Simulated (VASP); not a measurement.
# TiO2 (I4_1/amd) in VASP: notebook

Runs on TiO2. Level: PBE. Tasks: single point.

All numbers are computed with VASP 6.6.1; they aren't measurements. Logs are shortened: lines on timing, memory, paths and dates and some standing lists are left out, and cuts for length are marked.

## (1) The cell of the first run

Symmetry: I4_1/amd, No. 141, tetragonal system. Conventional cell: a = 3.799 Å, b = 3.799 Å, c = 9.701 Å, α = 90.00°, β = 90.00°, γ = 90.00°. Within 2.6 Å of Ti (site symmetry -4m2) lie 6 O at 1.95 to 2.00 Å. Within 2.6 Å of O (site symmetry 2mm) lie 3 Ti at 1.95 to 2.00 Å and 2 O at 2.47 Å.

## (2) Single point, PBE

INCAR

```
SYSTEM = TiO2
  PREC = Accurate
  ENCUT = 600
  EDIFF = 1E-6
  ISMEAR = 0
  SIGMA = 0.02
  LREAL = .FALSE.
  LASPH = .TRUE.
  NELM = 120
  ALGO = Normal
  ISIF = 2
  LWAVE = .FALSE.
  LCHARG = .FALSE.
  GGA = PE
  NBANDS = 33
  GGA_COMPAT = .FALSE.
```

KPOINTS

```
Automatic mesh
0
G
  10 10 10
  0 0 0
```

POSCAR

```
TiO2
1.0
   -1.8994821030      1.8994821030      4.8502670077
    1.8994821030     -1.8994821030      4.8502670077
    1.8994821030      1.8994821030     -4.8502670077
Ti O
2 4
Direct
    0.0000000000      0.0000000000      0.0000000000
    0.7500000000      0.2500000000      0.5000000000
    0.2064519537      0.2064519537      0.0000000000
    0.9564519537      0.4564519537      0.5000000000
    0.5435480463      0.0435480463      0.5000000000
    0.7935480463      0.7935480463      0.0000000000
```

Potentials or basis: VASP PAW PBE potentials, release 64 (Ti_sv, O).

On the command line:

```bash
> cat potpaw_PBE.64/Ti_sv/POTCAR potpaw_PBE.64/O/POTCAR > POTCAR
> mpirun -np 1 vasp_std > vasp.out
```

OUTCAR:

```text
SYSTEM = TiO2
   PREC = Accurate
   ENCUT = 600
   EDIFF = 1E-6
   ISMEAR = 0
   LREAL = .FALSE.
   LASPH = .TRUE.
   NELM = 120
   ISIF = 2
   GGA = PE

 ion  position               nearest neighbor table
   1  0.000  0.000  0.000-   5 1.95   4 1.95   5 1.95   4 1.95   3 2.00   6 2.00
   2  0.750  0.250  0.500-   6 1.95   3 1.95   6 1.95   3 1.95   4 2.00   5 2.00
   3  0.206  0.206  0.000-   2 1.95   2 1.95   1 2.00
   4  0.956  0.456  0.500-   1 1.95   1 1.95   2 2.00
   5  0.544  0.044  0.500-   1 1.95   1 1.95   2 2.00
   6  0.794  0.794  0.000-   2 1.95   2 1.95   1 2.00

  LATTYP: Found a body centered tetragonal cell.
 ALAT       =     3.7989642060
 C/A-ratio  =     2.5534681269

  Lattice vectors:

 A1 = (  -1.8994821030,   1.8994821030,   4.8502670077)
 A2 = (   1.8994821030,  -1.8994821030,   4.8502670077)
 A3 = (   1.8994821030,   1.8994821030,  -4.8502670077)

Analysis of symmetry for initial positions (statically):
=====================================================================
 Subroutine PRICEL returns:
 Original cell was already a primitive cell.

 Routine SETGRP: Setting up the symmetry group for a
 body centered tetragonal supercell.

 Subroutine GETGRP returns: Found 16 space group operations
 (whereof  8 operations were pure point group operations)
 out of a pool of 16 trial point group operations.

The static configuration has the point symmetry D_2d.
 The point group associated with its full space group is D_4h.

Analysis of symmetry for dynamics (positions and initial velocities):
=====================================================================
 Subroutine PRICEL returns:
 Original cell was already a primitive cell.

 Routine SETGRP: Setting up the symmetry group for a
 body centered tetragonal supercell.

 Subroutine GETGRP returns: Found 16 space group operations
 (whereof  8 operations were pure point group operations)
 out of a pool of 16 trial point group operations.

The dynamic configuration has the point symmetry D_2d.
 The point group associated with its full space group is D_4h.

 Subroutine INISYM returns: Found 16 space group operations
 (whereof  8 operations are pure point group operations),
 and found     1 'primitive' translations

----------------------------------------------------------------------------------------

                                     Primitive cell

  volume of cell :      69.9997

  direct lattice vectors                    reciprocal lattice vectors
    -1.899482103  1.899482103  4.850267008     0.000000000  0.263229645  0.103087108
     1.899482103 -1.899482103  4.850267008     0.263229645  0.000000000  0.103087108
     1.899482103  1.899482103 -4.850267008     0.263229645  0.263229645  0.000000000

  length of vectors
     5.544470630  5.544470630  5.544470630     0.282695592  0.282695592  0.372262934

  position of ions in fractional coordinates (direct lattice)
     0.000000000  0.000000000  0.000000000
     0.750000000  0.250000000  0.500000000
     0.206451954  0.206451954  0.000000000
     0.956451954  0.456451954  0.500000000
     0.543548046  0.043548046  0.500000000
     0.793548046  0.793548046  0.000000000

  ion indices of the primitive-cell ions
   primitive index   ion index
                 1           1
                 2           2
                 3           3
                 4           4
                 5           5
                 6           6

----------------------------------------------------------------------------------------

 KPOINTS: Automatic mesh

Automatic generation of k-mesh.
 Grid dimensions read from file:
 generate k-points for:   10   10   10

 Generating k-lattice:

  Cartesian coordinates                     Fractional coordinates (reciprocal lattice)
     0.000000000  0.026322965  0.010308711     0.100000000 -0.000000000  0.000000000
     0.026322965  0.000000000  0.010308711    -0.000000000  0.100000000  0.000000000
     0.026322965  0.026322965  0.000000000     0.000000000  0.000000000  0.100000000

  Length of vectors
     0.028269559  0.028269559  0.037226293

  Shift w.r.t. Gamma in fractional coordinates (k-lattice)
     0.000000000  0.000000000  0.000000000

 Subroutine IBZKPT returns following result:
 ===========================================

 Found    102 irreducible k-points:

 Following reciprocal coordinates:
            Coordinates               Weight
  0.000000  0.000000  0.000000      1.000000
  0.100000  0.000000 -0.000000      8.000000
  0.200000  0.000000 -0.000000      8.000000
  0.300000  0.000000 -0.000000      8.000000
  0.400000  0.000000 -0.000000      8.000000
  0.500000  0.000000  0.000000      4.000000
[... 16 lines left out ...]
  0.300000  0.300000 -0.000000      8.000000
  0.400000  0.300000 -0.000000     16.000000
 [... further k-points ...]
   k-points           NKPTS =    102   k-points in BZ     NKDIM =    102   number of bands    NBANDS=     33
   number of dos      NEDOS =    301   number of ions     NIONS =      6
   total plane-waves  NPLWV = 110592
   dimension x,y,z NGX =    48 NGY =   48 NGZ =   48
   dimension x,y,z NGXF=    96 NGYF=   96 NGZF=   96
   ions per type =               2   4
   NGX,Y,Z   is equivalent  to a cutoff of  14.39, 14.39, 14.39 a.u.
   NGXF,Y,Z  is equivalent  to a cutoff of  28.78, 28.78, 28.78 a.u.
 SYSTEM =  TiO2
   PREC   = accura    normal or accurate (medium, high low for compatibility)
   ISTART =      0    job   : 0-new  1-cont  2-samecut
   ICHARG =      2    charge: 1-file 2-atom 10-const
   ISPIN  =      1    spin polarized calculation?
   LNONCOLLINEAR =      F non collinear calculations
   LSORBIT =      F    spin-orbit coupling
   LASPH  =      T    aspherical Exc in radial PAW
   ENCUT  =  600.0 eV  44.10 Ry    6.64 a.u.  11.07 11.07 11.07*2*pi/ulx,y,z
   NELM   =    120;   NELMIN=  2; NELMDL= -5     # of ELM steps
   EDIFF  = 0.1E-05   stopping-criterion for ELM
   LREAL  =      F    real-space projection
   EDIFFG = 0.1E-04   stopping-criterion for IOM
   NSW    =      0    number of steps for IOM
   IBRION =     -1    ionic relax: 0-MD 1-quasi-New 2-CG
   NFREE  =      0    steps in history (QN), initial steepest desc. (CG)
   ISIF   =      2    stress and relaxation
   ISYM   =      2    0-nonsym 1-usesym 2-fastsym
   POTIM  = 0.5000    time-step for ionic-motion
   TEBEG  =    0.0;   TEEND  =   0.0 temperature during run
   PSTRESS=    0.0 pullay stress
   NELECT =      48.0000    total number of electrons
   NUPDOWN=      -1.0000    fix difference up-down
   EMIN   =  10.00;   EMAX   =-10.00  energy-range for DOS
   EFERMI =   0.00;   METHOD = LEGACY
   ISMEAR =     0;   SIGMA  =   0.02  broadening in eV -4-tet -1-fermi 0-gaus
   EFERMI_NEDOS =   21; number of points for ismear=-14 and -15
   IALGO  =     38    algorithm
   IMIX   =      4    mixing-type and parameters
     AMIX     =   0.40;   BMIX     =  1.00
     AMIX_MAG =   1.60;   BMIX_MAG =  1.00
  volume/ion in A,a.u.               =      11.67        78.73
  Fermi-wavevector in a.u.,A,eV,Ry     =   1.443632  2.728069 28.355547  2.084074
  Thomas-Fermi vector in A             =   2.562018
   LORBIT       =      0    0 simple, 1 ext, 2 COOP (PROOUT), +10 PAW based schemes
   GGA     = PE    functional components
   LHFCALC =     F    Hartree Fock is set to
   AEXX    =    0.0000 exact exchange contribution
   IVDW    =     0    specifies the selected vdW correction
   LEPSILON=     F    determine dielectric tensor
   LRPA    =     F    only Hartree local field effects (RPA)
 non-spin polarized calculation
 Gauss-broadening in eV      SIGMA  =   0.02
  energy-cutoff  :      600.00
  volume of cell :       70.00
 maximum number of plane-waves:      2363
 NGX is ok and might be reduce to    48
   NGX = 23   NGY = 23   NGZ = 23

 number of electron      47.9999998 magnetization

 Free energy of the ion-electron system (eV)
  ---------------------------------------------------
  ext. energy  EPLUGINS =         0.00000000
  ---------------------------------------------------
  free energy    TOTEN  =       -53.87336751 eV

  energy without entropy =      -53.87336751  energy(sigma->0) =      -53.87336751

 E-fermi :   3.3650     XC(G=0): -10.5914

 val. band max:        3.1388163642   @ k =  -0.4000   0.4000   0.0000
 cond. band min:       5.2521486162   @ k =   0.0000   0.0000   0.0000
 fundamental gap:      2.1133322520
 Fermi energy:         3.3649712171

 k-point     1 :       0.0000    0.0000    0.0000
  band No.  band energies     occupation
      1     -53.3172      2.00000
      2     -53.2661      2.00000
      3     -29.7460      2.00000
      4     -29.5276      2.00000
      5     -29.5276      2.00000
      6     -29.4662      2.00000
[... 25 lines left out ...]
     32       8.1992      0.00000
     33       8.3406      0.00000

 k-point     2 :       0.1000    0.0000   -0.0000
  band No.  band energies     occupation
      1     -53.3160      2.00000
      2     -53.2669      2.00000
      3     -29.7433      2.00000
      4     -29.5393      2.00000
      5     -29.5284      2.00000
      6     -29.4712      2.00000
[... 25 lines left out ...]
     32       8.3741      0.00000
     33       8.6128      0.00000

 k-point     3 :       0.2000    0.0000   -0.0000
  band No.  band energies     occupation
      1     -53.3129      2.00000
      2     -53.2690      2.00000
      3     -29.7365      2.00000
      4     -29.5689      2.00000
      5     -29.5304      2.00000
      6     -29.4832      2.00000
[... 25 lines left out ...]
     32       8.7230      0.00000
     33       9.0205      0.00000

 k-point     4 :       0.3000    0.0000   -0.0000
  band No.  band energies     occupation
      1     -53.3085      2.00000
      2     -53.2721      2.00000
      3     -29.7281      2.00000
      4     -29.6045      2.00000
      5     -29.5326      2.00000
      6     -29.4949      2.00000
[... 673 lines left out ...]
     32       9.4099      0.00000
     33       9.7256      0.00000

 k-point    23 :       0.3000    0.3000   -0.0000
  band No.  band energies     occupation
      1     -53.2977      2.00000
      2     -53.2801      2.00000
      3     -29.7033      2.00000
      4     -29.6502      2.00000
      5     -29.5695      2.00000
      6     -29.5291      2.00000
[... 25 lines left out ...]
     32       9.4049      0.00000
     33      10.2290      0.00000

 k-point    24 :       0.4000    0.3000   -0.0000
  band No.  band energies     occupation
      1     -53.2945      2.00000
      2     -53.2823      2.00000
      3     -29.7056      2.00000
      4     -29.6698      2.00000
      5     -29.5714      2.00000
      6     -29.5436      2.00000
[... 25 lines left out ...]
     32       9.4147      0.00000
     33      10.2979      0.00000

 [... further k-points ...]

------------------------ aborting loop because EDIFF is reached ----------------------------------------

  FORCE on cell =-STRESS in cart. coord.  units (eV):
  Direction    XX          YY          ZZ          XY          YZ          ZX
  --------------------------------------------------------------------------------------
  -------------------------------------------------------------------------------------
  Total        0.1769840      0.1769840      0.2093426      0.0000000      0.0000000      0.0000000
  in kB        4.0508725      4.0508725      4.7915066      0.0000000      0.0000000      0.0000000
  external PRESSURE =       4.2977505 kB  Pullay stress =       0.0000000 kB

 VOLUME and BASIS-vectors are now :
 -----------------------------------------------------------------------------
  energy-cutoff  :      600.00
  volume of cell :       70.00
      direct lattice vectors                 reciprocal lattice vectors
    -1.899482103  1.899482103  4.850267008     0.000000000  0.263229645  0.103087108
     1.899482103 -1.899482103  4.850267008     0.263229645  0.000000000  0.103087108
     1.899482103  1.899482103 -4.850267008     0.263229645  0.263229645  0.000000000

 POSITION                                       TOTAL-FORCE (eV/Angst)
 -----------------------------------------------------------------------------------
      0.00000      0.00000      0.00000         0.000000      0.000000      0.000000
      0.00000      1.89948      2.42513         0.000000      0.000000      0.000000
      0.00000      0.00000      2.00269         0.000000      0.000000      0.018017
     -0.00000      1.89948      4.42783         0.000000      0.000000      0.018017
      0.00000      1.89948      0.42244        -0.000000     -0.000000     -0.018017
      0.00000      0.00000      7.69784         0.000000      0.000000     -0.018017
 -----------------------------------------------------------------------------------
    total drift:                               -0.000000     -0.000000      0.000000

  FREE ENERGIE OF THE ION-ELECTRON SYSTEM (eV)
  ---------------------------------------------------
  free  energy   TOTEN  =       -53.8733675118 eV

  energy  without entropy=      -53.8733675118  energy(sigma->0) =      -53.87336751
```

Wall time 13 min (1 thread of Oxide Virtual Turin-like, shared host); peak memory 0.43 GiB.

Results:

| Item | Value |
| --- | --- |
| Free energy | -53.8734 eV |
| Pressure | 0.4 GPa |
| Largest force | 0.018 eV/Å |
| Band gap on the k mesh | 2.11 eV (least direct gap 2.41 eV) |

Forces on the atoms (eV/Å):
```
Ti   0.000  0.000  0.000
Ti   0.000  0.000  0.000
O    0.000  0.000  0.018
O    0.000  0.000  0.018
O    0.000  0.000 -0.018
O    0.000  0.000 -0.018
```

[end of part 1 of 2]
